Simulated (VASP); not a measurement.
# AlFe (Pm-3m) in VASP: further runs

The runs below take AlFe through single point, with PBE.

All numbers are computed with VASP 6.6.1; they aren't measurements. Logs are shortened: lines on timing, memory, paths and dates and some standing lists are left out, and cuts for length are marked.

## (1) The cell of the first run

It takes space group Pm-3m (No. 221, cubic). Conventional cell: a = 2.874 Å, b = 2.874 Å, c = 2.874 Å, α = 90.00°, β = 90.00°, γ = 90.00°. Al (site symmetry m-3m) has 8 Fe at 2.49 Å and 6 Al at 2.87 Å within 3.3 Å. Within 3.3 Å of Fe (site symmetry m-3m) lie 8 Al at 2.49 Å and 6 Fe at 2.87 Å.

## (2) Single point, PBE, collinear spin, ferromagnetic start

INCAR reads:

```
  PREC = Accurate
  ENCUT = 520
  EDIFF = 1E-7
  ISMEAR = 0
  SIGMA = 0.1
  LREAL = F
  LASPH = T
  NELM = 150
  ALGO = Normal
  ISIF = 2
  LWAVE = F
  LCHARG = F
  ISPIN = 2
  MAGMOM = 0 0.85
  LORBIT = 11
  LMAXMIX = 4
  GGA = PE
  NBANDS = 16
```

KPOINTS reads:

```
Automatic mesh
0
Gamma
  14 14 14
```

POSCAR reads:

```
AlFe
1.0
    2.8743308783      0.0000000000      0.0000000000
    0.0000000000      2.8743308783      0.0000000000
    0.0000000000      0.0000000000      2.8743308783
Al Fe
1 1
Direct
    0.0000000000      0.0000000000      0.0000000000
    0.5000000000      0.5000000000      0.5000000000
```

Potentials or basis: VASP PAW PBE potentials, release 64 (Al, Fe).

Started as:

```console
> cat potpaw_PBE.64/Al/POTCAR potpaw_PBE.64/Fe/POTCAR > POTCAR
> mpirun -np 1 vasp_std > vasp.out
```

OUTCAR:

```text
PREC = Accurate
   ENCUT = 520
   EDIFF = 1E-7
   ISMEAR = 0
   LREAL = F
   LASPH = T
   NELM = 150
   ISIF = 2
   ISPIN = 2
   LORBIT = 11
   GGA = PE

 ion  position               nearest neighbor table
   1  0.000  0.000  0.000-   2 2.49   2 2.49   2 2.49   2 2.49   2 2.49   2 2.49   2 2.49   2 2.49

   2  0.500  0.500  0.500-   1 2.49   1 2.49   1 2.49   1 2.49   1 2.49   1 2.49   1 2.49   1 2.49

  LATTYP: Found a simple cubic cell.
 ALAT       =     2.8743308783

  Lattice vectors:

 A1 = (   2.8743308783,   0.0000000000,   0.0000000000)
 A2 = (   0.0000000000,   2.8743308783,   0.0000000000)
 A3 = (   0.0000000000,   0.0000000000,   2.8743308783)

Analysis of symmetry for initial positions (statically):
=====================================================================
 Subroutine PRICEL returns:
 Original cell was already a primitive cell.

 Routine SETGRP: Setting up the symmetry group for a
 simple cubic supercell.

 Subroutine GETGRP returns: Found 48 space group operations
 (whereof 48 operations were pure point group operations)
 out of a pool of 48 trial point group operations.

The static configuration has the point symmetry O_h .

Analysis of symmetry for dynamics (positions and initial velocities):
=====================================================================
 Subroutine PRICEL returns:
 Original cell was already a primitive cell.

 Routine SETGRP: Setting up the symmetry group for a
 simple cubic supercell.

 Subroutine GETGRP returns: Found 48 space group operations
 (whereof 48 operations were pure point group operations)
 out of a pool of 48 trial point group operations.

The dynamic configuration has the point symmetry O_h .

Analysis of structural, dynamic, and magnetic symmetry:
=====================================================================
 Subroutine PRICEL returns:
 Original cell was already a primitive cell.

 Routine SETGRP: Setting up the symmetry group for a
 simple cubic supercell.

 Subroutine GETGRP returns: Found 48 space group operations
 (whereof 48 operations were pure point group operations)
 out of a pool of 48 trial point group operations.

The overall configuration has the point symmetry O_h .

 Subroutine INISYM returns: Found 48 space group operations
 (whereof 48 operations are pure point group operations),
 and found     1 'primitive' translations

----------------------------------------------------------------------------------------

                                     Primitive cell

  volume of cell :      23.7471

  direct lattice vectors                    reciprocal lattice vectors
     2.874330878  0.000000000  0.000000000     0.347907058  0.000000000  0.000000000
     0.000000000  2.874330878  0.000000000     0.000000000  0.347907058  0.000000000
     0.000000000  0.000000000  2.874330878     0.000000000  0.000000000  0.347907058

  length of vectors
     2.874330878  2.874330878  2.874330878     0.347907058  0.347907058  0.347907058

  position of ions in fractional coordinates (direct lattice)
     0.000000000  0.000000000  0.000000000
     0.500000000  0.500000000  0.500000000

  ion indices of the primitive-cell ions
   primitive index   ion index
                 1           1
                 2           2

----------------------------------------------------------------------------------------

 KPOINTS: Automatic mesh

Automatic generation of k-mesh.
 Grid dimensions read from file:
 generate k-points for:   14   14   14

 Generating k-lattice:

  Cartesian coordinates                     Fractional coordinates (reciprocal lattice)
     0.024850504  0.000000000  0.000000000     0.071428571  0.000000000  0.000000000
     0.000000000  0.024850504  0.000000000     0.000000000  0.071428571  0.000000000
     0.000000000  0.000000000  0.024850504     0.000000000  0.000000000  0.071428571

  Length of vectors
     0.024850504  0.024850504  0.024850504

  Shift w.r.t. Gamma in fractional coordinates (k-lattice)
     0.000000000  0.000000000  0.000000000

 Subroutine IBZKPT returns following result:
 ===========================================

 Found    120 irreducible k-points:

 Following reciprocal coordinates:
            Coordinates               Weight
  0.000000  0.000000  0.000000      1.000000
  0.071429  0.000000  0.000000      6.000000
  0.142857  0.000000  0.000000      6.000000
  0.214286  0.000000  0.000000      6.000000
  0.285714  0.000000  0.000000      6.000000
  0.357143  0.000000  0.000000      6.000000
[... 16 lines left out ...]
  0.285714  0.214286  0.000000     24.000000
  0.357143  0.214286  0.000000     24.000000
 [... further k-points ...]
   k-points           NKPTS =    120   k-points in BZ     NKDIM =    120   number of bands    NBANDS=     16
   number of dos      NEDOS =    301   number of ions     NIONS =      2
   total plane-waves  NPLWV =  13824
   dimension x,y,z NGX =    24 NGY =   24 NGZ =   24
   dimension x,y,z NGXF=    48 NGYF=   48 NGZF=   48
   ions per type =               1   1
   NGX,Y,Z   is equivalent  to a cutoff of  13.88, 13.88, 13.88 a.u.
   NGXF,Y,Z  is equivalent  to a cutoff of  27.76, 27.76, 27.76 a.u.
 SYSTEM =  unknown system
   PREC   = accura    normal or accurate (medium, high low for compatibility)
   ISTART =      0    job   : 0-new  1-cont  2-samecut
   ICHARG =      2    charge: 1-file 2-atom 10-const
   ISPIN  =      2    spin polarized calculation?
   LNONCOLLINEAR =      F non collinear calculations
   LSORBIT =      F    spin-orbit coupling
   LASPH  =      T    aspherical Exc in radial PAW
   ENCUT  =  520.0 eV  38.22 Ry    6.18 a.u.   5.34  5.34  5.34*2*pi/ulx,y,z
   NELM   =    150;   NELMIN=  2; NELMDL= -5     # of ELM steps
   EDIFF  = 0.1E-06   stopping-criterion for ELM
   LREAL  =      F    real-space projection
   EDIFFG = 0.1E-05   stopping-criterion for IOM
   NSW    =      0    number of steps for IOM
   IBRION =     -1    ionic relax: 0-MD 1-quasi-New 2-CG
   NFREE  =      0    steps in history (QN), initial steepest desc. (CG)
   ISIF   =      2    stress and relaxation
   ISYM   =      2    0-nonsym 1-usesym 2-fastsym
   POTIM  = 0.5000    time-step for ionic-motion
   TEBEG  =    0.0;   TEEND  =   0.0 temperature during run
   PSTRESS=    0.0 pullay stress
   NELECT =      11.0000    total number of electrons
   NUPDOWN=      -1.0000    fix difference up-down
   EMIN   =  10.00;   EMAX   =-10.00  energy-range for DOS
   EFERMI =   0.00;   METHOD = LEGACY
   ISMEAR =     0;   SIGMA  =   0.10  broadening in eV -4-tet -1-fermi 0-gaus
   EFERMI_NEDOS =   21; number of points for ismear=-14 and -15
   IALGO  =     38    algorithm
   IMIX   =      4    mixing-type and parameters
     AMIX     =   0.40;   BMIX     =  1.00
     AMIX_MAG =   1.60;   BMIX_MAG =  1.00
  volume/ion in A,a.u.               =      11.87        80.13
  Fermi-wavevector in a.u.,A,eV,Ry     =   1.266686  2.393689 21.830458  1.604493
  Thomas-Fermi vector in A             =   2.399874
   LORBIT       =     11    0 simple, 1 ext, 2 COOP (PROOUT), +10 PAW based schemes
   GGA     = PE    functional components
   LHFCALC =     F    Hartree Fock is set to
   AEXX    =    0.0000 exact exchange contribution
   IVDW    =     0    specifies the selected vdW correction
   LEPSILON=     F    determine dielectric tensor
   LRPA    =     F    only Hartree local field effects (RPA)
 spin polarized calculation
 Gauss-broadening in eV      SIGMA  =   0.10
  energy-cutoff  :      520.00
  volume of cell :       23.75
 maximum number of plane-waves:       657
 NGX is ok and might be reduce to    24
   NGX = 11   NGY = 11   NGZ = 11

 number of electron      10.9999994 magnetization       0.6686810

 Free energy of the ion-electron system (eV)
  ---------------------------------------------------
  ext. energy  EPLUGINS =         0.00000000
  ---------------------------------------------------
  free energy    TOTEN  =       -12.65321204 eV

  energy without entropy =      -12.64207041  energy(sigma->0) =      -12.64764122

 E-fermi :   8.0204     XC(G=0): -12.1461

 val. band max:        8.0175826899   @ k =   0.1429   0.1429   0.1429
 cond. band min:       8.0241359537   @ k =   0.5000   0.3571   0.3571
 fundamental gap:      0.0065532638
 Fermi energy:         8.0203522203

 spin component 1

 k-point     1 :       0.0000    0.0000    0.0000
  band No.  band energies     occupation
      1      -2.3919      1.00000
      2       5.5227      1.00000
      3       5.5227      1.00000
      4       7.6478      1.00000
      5       7.6478      1.00000
      6       7.6478      1.00000
[... 8 lines left out ...]
     15      29.8045      0.00000
     16      31.6708      0.00000

 k-point     2 :       0.0714    0.0000    0.0000
  band No.  band energies     occupation
      1      -2.2961      1.00000
      2       5.5148      1.00000
      3       5.5510      1.00000
      4       7.5909      1.00000
      5       7.5909      1.00000
      6       7.6537      1.00000
[... 8 lines left out ...]
     15      29.7978      0.00000
     16      30.5124      0.00000

 k-point     3 :       0.1429    0.0000    0.0000
  band No.  band energies     occupation
      1      -2.0106      1.00000
      2       5.4623      1.00000
      3       5.6317      1.00000
      4       7.4390      1.00000
      5       7.4390      1.00000
      6       7.6703      1.00000
[... 8 lines left out ...]
     15      28.8865      0.00000
     16      29.7784      0.00000
[... 362 lines left out ...]
 k-point    23 :       0.2857    0.2143    0.0000
  band No.  band energies     occupation
      1      -0.1099      1.00000
      2       5.1463      1.00000
      3       5.7791      1.00000
      4       6.7063      1.00000
      5       7.0940      1.00000
      6       7.3612      1.00000
[... 8 lines left out ...]
     15      26.7897      0.00000
     16      28.6259      0.00000

 k-point    24 :       0.3571    0.2143    0.0000
  band No.  band energies     occupation
      1       0.6479      1.00000
      2       4.4470      1.00000
      3       5.9873      1.00000
      4       6.6407      1.00000
      5       6.9356      1.00000
      6       7.3881      1.00000
[... 8 lines left out ...]
     15      26.6207      0.00000
     16      29.5014      0.00000

 [... further k-points ...]

 spin component 2

 k-point     1 :       0.0000    0.0000    0.0000
  band No.  band energies     occupation
      1      -2.3864      1.00000
      2       5.8670      1.00000
      3       5.8670      1.00000
      4       8.4533      0.00000
      5       8.4533      0.00000
      6       8.4533      0.00000
[... 8 lines left out ...]
     15      29.8473      0.00000
     16      31.6511      0.00000

 k-point     2 :       0.0714    0.0000    0.0000
  band No.  band energies     occupation
      1      -2.2907      1.00000
      2       5.8511      1.00000
      3       5.8977      1.00000
      4       8.3876      0.00000
      5       8.3876      0.00000
      6       8.4599      0.00000
[... 8 lines left out ...]
     15      29.8372      0.00000
     16      30.5166      0.00000

 k-point     3 :       0.1429    0.0000    0.0000
  band No.  band energies     occupation
      1      -2.0054      1.00000
      2       5.7706      1.00000
      3       5.9854      1.00000
      4       8.2140      0.00309
      5       8.2140      0.00309
      6       8.4782      0.00000
[... 8 lines left out ...]
     15      28.9157      0.00000
     16      29.8086      0.00000
[... 362 lines left out ...]
 k-point    23 :       0.2857    0.2143    0.0000
  band No.  band energies     occupation
      1      -0.1021      1.00000
      2       5.3887      1.00000
      3       6.0936      1.00000
      4       7.2789      1.00000
      5       7.8303      0.99641
      6       8.1350      0.05243
[... 8 lines left out ...]
     15      26.8151      0.00000
     16      28.6410      0.00000

 k-point    24 :       0.3571    0.2143    0.0000
  band No.  band energies     occupation
      1       0.6599      1.00000
      2       4.6055      1.00000
      3       6.3381      1.00000
      4       7.1771      1.00000
      5       7.6596      1.00000
      6       8.1643      0.02089
[... 8 lines left out ...]
     15      26.6593      0.00000
     16      29.4881      0.00000

 [... further k-points ...]
[... 5 lines left out ...]
  --------------------------------------------------------------------------------------
  -------------------------------------------------------------------------------------
  Total       -0.0051589     -0.0051589     -0.0051589      0.0000000     -0.0000000      0.0000000
  in kB       -0.3480645     -0.3480645     -0.3480645      0.0000000     -0.0000000      0.0000000
  external PRESSURE =      -0.3480645 kB  Pullay stress =       0.0000000 kB

 VOLUME and BASIS-vectors are now :
 -----------------------------------------------------------------------------
  energy-cutoff  :      520.00
  volume of cell :       23.75
      direct lattice vectors                 reciprocal lattice vectors
     2.874330878  0.000000000  0.000000000     0.347907058  0.000000000  0.000000000
     0.000000000  2.874330878  0.000000000     0.000000000  0.347907058  0.000000000
     0.000000000  0.000000000  2.874330878     0.000000000  0.000000000  0.347907058

 POSITION                                       TOTAL-FORCE (eV/Angst)
 -----------------------------------------------------------------------------------
      0.00000      0.00000      0.00000         0.000000      0.000000      0.000000
      1.43717      1.43717      1.43717         0.000000      0.000000      0.000000
 -----------------------------------------------------------------------------------
    total drift:                                0.000000     -0.000000     -0.000000

  FREE ENERGIE OF THE ION-ELECTRON SYSTEM (eV)
  ---------------------------------------------------
  free  energy   TOTEN  =       -12.6532120393 eV

  energy  without entropy=      -12.6420704104  energy(sigma->0) =      -12.64764122

 total charge

# of ion       s       p       d       tot
------------------------------------------
    1        0.400   0.436   0.000   0.836
    2        0.431   0.502   6.485   7.417
--------------------------------------------------
tot          0.831   0.938   6.485   8.253

 magnetization (x)

# of ion       s       p       d       tot
------------------------------------------
    1       -0.008  -0.015   0.000  -0.023
    2        0.000   0.007   0.700   0.708
--------------------------------------------------
tot         -0.008  -0.008   0.700   0.685
```

It took 28 s on 1 thread of Intel Xeon 6975P-C (Granite Rapids), shared host; peak memory 0.2 GiB.

Results:

```yaml
Free_energy: -12.6532 eV
Pressure: 0.0 GPa
Net_moment: 0.67 μB per cell
Site_moments: Al -0.02; Fe +0.71 μB
Valence_electrons_inside_the_program's_atomic_spheres: Al 0.84; Fe 7.42
```

## (3) Single point, PBE, collinear spin, ferromagnetic start (volume scaled by 1.03)

INCAR reads:

```
SYSTEM = AlFe
PREC = Accurate
ENCUT = 520
EDIFF = 1E-6
ISMEAR = 0
SIGMA = 0.1
LREAL = .False.
LASPH = .True.
NELM = 150
ALGO = Normal
ISIF = 2
LWAVE = .False.
LCHARG = .False.
ISPIN = 2
MAGMOM = 0 0.77
LORBIT = 11
LMAXMIX = 4
GGA = PE
NBANDS = 16
```

KPOINTS reads:

```
regular mesh
0
Gamma
  14 14 14
  0 0 0
```

POSCAR reads:

```
AlFe
1.0
    2.9027914508      0.0000000000      0.0000000000
    0.0000000000      2.9027914508      0.0000000000
    0.0000000000      0.0000000000      2.9027914508
Al Fe
1 1
Direct
    0.0000000000      0.0000000000      0.0000000000
    0.5000000000      0.5000000000      0.5000000000
```

Potentials or basis: VASP PAW PBE potentials, release 64 (Al, Fe).

Started as:

```console
> cat potpaw_PBE.64/Al/POTCAR potpaw_PBE.64/Fe/POTCAR > POTCAR
> mpirun -np 1 vasp_std > vasp.out
```

OUTCAR:

```text
SYSTEM = AlFe
   PREC = Accurate
   ENCUT = 520
   EDIFF = 1E-6
   ISMEAR = 0
   LREAL = .False.
   LASPH = .True.
   NELM = 150
   ISIF = 2
   ISPIN = 2
   LORBIT = 11
   GGA = PE

 ion  position               nearest neighbor table
   1  0.000  0.000  0.000-   2 2.51   2 2.51   2 2.51   2 2.51   2 2.51   2 2.51   2 2.51   2 2.51

   2  0.500  0.500  0.500-   1 2.51   1 2.51   1 2.51   1 2.51   1 2.51   1 2.51   1 2.51   1 2.51

  LATTYP: Found a simple cubic cell.
 ALAT       =     2.9027914508

  Lattice vectors:

 A1 = (   2.9027914508,   0.0000000000,   0.0000000000)
 A2 = (   0.0000000000,   2.9027914508,   0.0000000000)
 A3 = (   0.0000000000,   0.0000000000,   2.9027914508)
[... 1128 lines left out ...]
 -----------------------------------------------------------------------------
  energy-cutoff  :      520.00
  volume of cell :       24.46
      direct lattice vectors                 reciprocal lattice vectors
     2.902791451  0.000000000  0.000000000     0.344495985  0.000000000  0.000000000
     0.000000000  2.902791451  0.000000000     0.000000000  0.344495985  0.000000000
     0.000000000  0.000000000  2.902791451     0.000000000  0.000000000  0.344495985

 POSITION                                       TOTAL-FORCE (eV/Angst)
 -----------------------------------------------------------------------------------
      0.00000      0.00000      0.00000         0.000000      0.000000      0.000000
      1.45140      1.45140      1.45140         0.000000      0.000000      0.000000
 -----------------------------------------------------------------------------------
    total drift:                                0.000000     -0.000000     -0.000000

  FREE ENERGIE OF THE ION-ELECTRON SYSTEM (eV)
  ---------------------------------------------------
  free  energy   TOTEN  =       -12.6418382184 eV

  energy  without entropy=      -12.6298574592  energy(sigma->0) =      -12.63584784

 total charge

# of ion       s       p       d       tot
------------------------------------------
    1        0.396   0.423   0.000   0.820
    2        0.419   0.479   6.459   7.357
--------------------------------------------------
tot          0.816   0.902   6.459   8.177

 magnetization (x)

# of ion       s       p       d       tot
------------------------------------------
    1       -0.008  -0.016   0.000  -0.024
    2       -0.000   0.007   0.725   0.731
--------------------------------------------------
tot         -0.008  -0.009   0.725   0.707
```

OSZICAR:

```text
N       E                     dE             d eps       ncg     rms          rms(c)
DAV:   1     0.289455972085E+02    0.28946E+02   -0.42636E+03  7792   0.653E+02
DAV:   2    -0.131151459607E+02   -0.42061E+02   -0.37463E+02  8944   0.137E+02
DAV:   3    -0.145333349637E+02   -0.14182E+01   -0.14039E+01  9464   0.267E+01
DAV:   4    -0.145534104268E+02   -0.20075E-01   -0.20068E-01  9592   0.287E+00
DAV:   5    -0.145540590684E+02   -0.64864E-03   -0.64863E-03  9720   0.555E-01    0.135E+01
DAV:   6    -0.167497568672E+02   -0.21957E+01   -0.50744E+01  8840   0.763E+01    0.191E+01
DAV:   7    -0.126751221628E+02    0.40746E+01   -0.31654E+01  9128   0.489E+01    0.278E+00
DAV:   8    -0.126556551304E+02    0.19467E-01   -0.13092E-01  9608   0.271E+00    0.161E+00
DAV:   9    -0.126421530799E+02    0.13502E-01   -0.54397E-02  9472   0.202E+00    0.633E-01
DAV:  10    -0.126416787174E+02    0.47436E-03   -0.13178E-03  9968   0.237E-01    0.245E-01
DAV:  11    -0.126418217892E+02   -0.14307E-03   -0.60788E-04 10408   0.213E-01    0.108E-01
DAV:  12    -0.126418335410E+02   -0.11752E-04   -0.19459E-04 10592   0.101E-01    0.666E-02
DAV:  13    -0.126418379286E+02   -0.43876E-05   -0.21470E-05 10712   0.374E-02    0.214E-02
DAV:  14    -0.126418382184E+02   -0.28980E-06   -0.18416E-06  6592   0.121E-02
   1 F= -.12641838E+02 E0= -.12635848E+02  d E =-.119808E-01  mag=     0.6876
```

stdout:

```text
POSCAR found type information on POSCAR AlFe
 POSCAR found :  2 types and       2 ions
 scaLAPACK will be used
 LDA part: xc-table for (Slater+PW92), standard interpolation
 POSCAR, INCAR and KPOINTS ok, starting setup
 FFT: planning ... GRIDC
 FFT: planning ... GRID_SOFT
 FFT: planning ... GRID
 WAVECAR not read
 entering main loop
```

Wall time 27 s (1 thread of Intel Xeon 6975P-C (Granite Rapids), shared host); peak memory 0.2 GiB.

Results:

* Free energy: -12.6418 eV
* Pressure: -4.9 GPa
* Net moment: 0.69 μB per cell
* Site moments: Al -0.02; Fe +0.73 μB
* Valence electrons inside the program's atomic spheres: Al 0.82; Fe 7.36
